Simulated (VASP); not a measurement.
# CO2 (Cmce) in VASP: notebook, part 3 of 3

VASP 6.6.1.

## (6) Single point, PBE (strained)

Contents of INCAR:

```
SYSTEM = CO2
PREC = Accurate
ENCUT = 520
EDIFF = 1E-7
ISMEAR = 0
SIGMA = 0.02
LREAL = .FALSE.
LASPH = .TRUE.
NELM = 80
ALGO = Normal
ISIF = 2
LWAVE = .FALSE.
LCHARG = .TRUE.
GGA = PE
LELF = .TRUE.
LVHAR = .TRUE.
NBANDS = 25
```

Contents of KPOINTS:

```
Automatic mesh
0
G
  6 6 4
  0 0 0
```

Contents of POSCAR:

```
CO2
1.0
    2.6412357707     -2.3998163600      0.0000000000
    2.6412357707      2.3998163600      0.0000000000
    0.0000000000      0.0000000000      6.5121469878
C O
2 4
Direct
    0.0000000000      0.0000000000      0.0000000000
    0.5000000000      0.5000000000      0.5000000000
    0.8095638994      0.1904361006      0.9103038892
    0.1904361006      0.8095638994      0.0896961108
    0.6904361006      0.3095638994      0.4103038892
    0.3095638994      0.6904361006      0.5896961108
```

Potentials or basis: VASP PAW PBE potentials, release 64 (C, O).

On the command line:

```
$ cat potpaw_PBE.64/C/POTCAR potpaw_PBE.64/O/POTCAR > POTCAR
$ mpirun -np 1 vasp_std > vasp.out
```

OUTCAR:

```text
SYSTEM = CO2
   PREC = Accurate
   ENCUT = 520
   EDIFF = 1E-7
   ISMEAR = 0
   LREAL = .FALSE.
   LASPH = .TRUE.
   NELM = 80
   ISIF = 2
   GGA = PE

 ion  position               nearest neighbor table
   1  0.000  0.000  0.000-   3 1.08   4 1.08
   2  0.500  0.500  0.500-   5 1.08   6 1.08
   3  0.810  0.190  0.910-   1 1.08
   4  0.190  0.810  0.090-   1 1.08
   5  0.690  0.310  0.410-   2 1.08
   6  0.310  0.690  0.590-   2 1.08

  LATTYP: Found a base centered orthorhombic cell.
 ALAT       =     4.7996327200
 B/A-ratio  =     1.1005991186
 C/A-ratio  =     1.3568011070

  Lattice vectors:

 A1 = (  -2.6412357707,  -2.3998163600,   0.0000000000)
 A2 = (   2.6412357707,  -2.3998163600,   0.0000000000)
 A3 = (   0.0000000000,   0.0000000000,   6.5121469878)

Analysis of symmetry for initial positions (statically):
=====================================================================
 Subroutine PRICEL returns:
 Original cell was already a primitive cell.

 Routine SETGRP: Setting up the symmetry group for a
 base centered orthorhombic supercell.

 Subroutine GETGRP returns: Found  8 space group operations
 (whereof  4 operations were pure point group operations)
 out of a pool of  8 trial point group operations.

The static configuration has the point symmetry C_2h.
 The point group associated with its full space group is D_2h.

Analysis of symmetry for dynamics (positions and initial velocities):
=====================================================================
 Subroutine PRICEL returns:
 Original cell was already a primitive cell.

 Routine SETGRP: Setting up the symmetry group for a
 base centered orthorhombic supercell.

 Subroutine GETGRP returns: Found  8 space group operations
 (whereof  4 operations were pure point group operations)
[... 130 lines left out ...]
     AMIX     =   0.40;   BMIX     =  1.00
     AMIX_MAG =   1.60;   BMIX_MAG =  1.00
  volume/ion in A,a.u.               =      13.76        92.85
  Fermi-wavevector in a.u.,A,eV,Ry     =   1.193654  2.255679 19.385707  1.424809
  Thomas-Fermi vector in A             =   2.329663
   LORBIT       =      0    0 simple, 1 ext, 2 COOP (PROOUT), +10 PAW based schemes
   GGA     = PE    functional components
   LHFCALC =     F    Hartree Fock is set to
   AEXX    =    0.0000 exact exchange contribution
   IVDW    =     0    specifies the selected vdW correction
   LEPSILON=     F    determine dielectric tensor
   LRPA    =     F    only Hartree local field effects (RPA)
 non-spin polarized calculation
 Gauss-broadening in eV      SIGMA  =   0.02
  energy-cutoff  :      520.00
  volume of cell :       82.55
 maximum number of plane-waves:      2240
 NGX is ok and might be reduce to    28
   NGX = 13   NGY = 13   NGZ = 25

 number of electron      32.0000007 magnetization

 Free energy of the ion-electron system (eV)
  ---------------------------------------------------
  ext. energy  EPLUGINS =         0.00000000
  ---------------------------------------------------
  free energy    TOTEN  =       -43.89939980 eV

  energy without entropy =      -43.89939980  energy(sigma->0) =      -43.89939980

 E-fermi :  -3.0733     XC(G=0):  -8.0300

 val. band max:       -3.2080791762   @ k =   0.5000   0.5000   0.0000
 cond. band min:       4.0476753937   @ k =   0.0000   0.0000   0.0000
 fundamental gap:      7.2557545699
 Fermi energy:        -3.0732665080

 k-point     1 :       0.0000    0.0000    0.0000
  band No.  band energies     occupation
      1     -25.0234      2.00000
      2     -24.9109      2.00000
      3     -23.8866      2.00000
      4     -23.8566      2.00000
      5      -8.6439      2.00000
      6      -8.1208      2.00000
[... 661 lines left out ...]
     24      10.4427      0.00000
     25      11.0474      0.00000

 [... further k-points ...]

------------------------ aborting loop because EDIFF is reached ----------------------------------------

  FORCE on cell =-STRESS in cart. coord.  units (eV):
  Direction    XX          YY          ZZ          XY          YZ          ZX
  --------------------------------------------------------------------------------------
  -------------------------------------------------------------------------------------
  Total        1.0597212     39.5847269     16.4553481      0.0000000      0.0000000      0.0000000
  in kB       20.5666152    768.2434484    319.3583574      0.0000000      0.0000000      0.0000000
  external PRESSURE =     369.3894737 kB  Pullay stress =       0.0000000 kB

 VOLUME and BASIS-vectors are now :
 -----------------------------------------------------------------------------
  energy-cutoff  :      520.00
  volume of cell :       82.55
      direct lattice vectors                 reciprocal lattice vectors
     2.641235771 -2.399816360  0.000000000     0.189305327 -0.208349276  0.000000000
     2.641235771  2.399816360  0.000000000     0.189305327  0.208349276  0.000000000
     0.000000000  0.000000000  6.512146988     0.000000000  0.000000000  0.153559187

 POSITION                                       TOTAL-FORCE (eV/Angst)
 -----------------------------------------------------------------------------------
      0.00000      0.00000      0.00000        -0.000000     -0.000000      0.000000
      2.64124      0.00000      3.25607         0.000000     -0.000000      0.000000
      2.64124     -1.48579      5.92803         0.000000     10.651564     -6.903837
      2.64124      1.48579      0.58411         0.000000    -10.651564      6.903837
      2.64124     -0.91402      2.67196         0.000000    -10.651564     -6.903837
      2.64124      0.91402      3.84019         0.000000     10.651564      6.903837
 -----------------------------------------------------------------------------------
    total drift:                               -0.000000     -0.000000     -0.000000

  FREE ENERGIE OF THE ION-ELECTRON SYSTEM (eV)
  ---------------------------------------------------
  free  energy   TOTEN  =       -43.8993998002 eV

  energy  without entropy=      -43.8993998002  energy(sigma->0) =      -43.89939980
```

stdout:

```text
POSCAR found type information on POSCAR C O
 POSCAR found :  2 types and       6 ions
 scaLAPACK will be used
 LDA part: xc-table for (Slater+PW92), standard interpolation
 POSCAR, INCAR and KPOINTS ok, starting setup
 FFT: planning ... GRIDC
 FFT: planning ... GRID_SOFT
 FFT: planning ... GRID
 WAVECAR not read
 entering main loop
```

It took 2.2 min on 1 thread of Intel Xeon 8259CL, shared host; peak memory 0.21 GiB.

What came out:

```yaml
Free_energy: -43.8994 eV
Pressure: 36.9 GPa
Largest_force: 12.693 eV/Å
Band_gap_on_the_k_mesh: 7.26 eV (least direct gap 7.84 eV)
```

Forces on the atoms (eV/Å):
```
C     0.000   0.000   0.000
C     0.000   0.000   0.000
O     0.000  10.652  -6.904
O     0.000 -10.652   6.904
O     0.000 -10.652  -6.904
O     0.000  10.652   6.904
```

Levels at points of the mesh, in eV from the valence-band top:
```csv
k point,band 12,band 13,band 14,band 15,band 16,band 17,band 18,band 19,band 20,band 21
"(0.00, 0.00, 0.00)",-3.79,-1.08,-0.87,-0.80,-0.58,7.26,8.58,9.28,9.48,10.40
"(0.50, 0.00, 0.00)",-4.06,-0.78,-0.78,-0.29,-0.29,9.10,9.10,10.02,10.02,10.66
"(0.50, 0.50, 0.00)",-3.89,-0.96,-0.42,-0.37,0.00,9.37,10.50,10.64,10.66,11.68
"(0.00, 0.00, 0.50)",-3.92,-0.94,-0.94,-0.72,-0.72,8.32,8.32,8.91,8.91,9.95
"(0.50, 0.00, 0.50)",-3.94,-0.83,-0.83,-0.27,-0.27,9.18,9.18,10.20,10.20,10.41
"(0.50, 0.50, 0.50)",-4.02,-0.68,-0.68,-0.20,-0.20,9.90,9.90,10.56,10.56,12.48
```

Caveat: the cell differs from its parent crystal (strained); the stress differs along the axes, from 2 to 77 GPa; this functional lacks dispersion, which holds the molecules together, so the pressure and a relaxed volume are unreliable; forces of over 1 eV/Å act on the atoms, so gaps and moduli don't describe the material at rest. A k mesh can miss the band edges.

## (7) The runs side by side

```tsv
cell	gap on the mesh (eV)	pressure (GPa)	largest force (eV/Å)
a = 3.439, b = 3.439, c = 6.384 Å, angles 90.0, 90.0, 83.3°, 6 atoms, atomic positions A	8.27	115.9	41.12
a = 3.467, b = 3.467, c = 6.521 Å, angles 90.0, 90.0, 84.6°, 6 atoms, atomic positions B	6.98	17.4	4.76
a = 3.495, b = 3.495, c = 6.432 Å, angles 90.0, 90.0, 85.2°, 6 atoms, atomic positions C	6.48	0.8	0.71
a = 3.479, b = 3.479, c = 6.563 Å, angles 90.0, 90.0, 86.0°, 6 atoms, atomic positions D	6.10	-9.3	3.83
a = 3.569, b = 3.569, c = 6.512 Å, angles 90.0, 90.0, 84.5°, 6 atoms, atomic positions E	7.26	36.9	12.69
```

Alike in all rows: task single point; level PBE; potentials or basis VASP PAW PBE potentials, release 64 (C, O); no spin polarisation; k mesh 6 × 6 × 4; cutoff (eV) 520; smearing gaussian 0.02 eV.

Caveats: this functional lacks dispersion, which holds the molecules together, so the pressure and a relaxed volume are unreliable; forces of over 1 eV/Å act on the atoms, so gaps and moduli don't describe the material at rest (at least some runs); atoms lie so close that the PAW spheres overlap strongly, which falsifies energies and pressures (at least some runs); the stress differs along the axes, from 2 to 183 GPa (at least some runs); the stress differs along the axes, from 3 to 31 GPa (at least some runs); the stress differs along the axes, from -2 to 3 GPa (at least some runs); the stress differs along the axes, from -19 to 3 GPa (at least some runs).

Absolute energies hang on the potentials; compare differences alone.
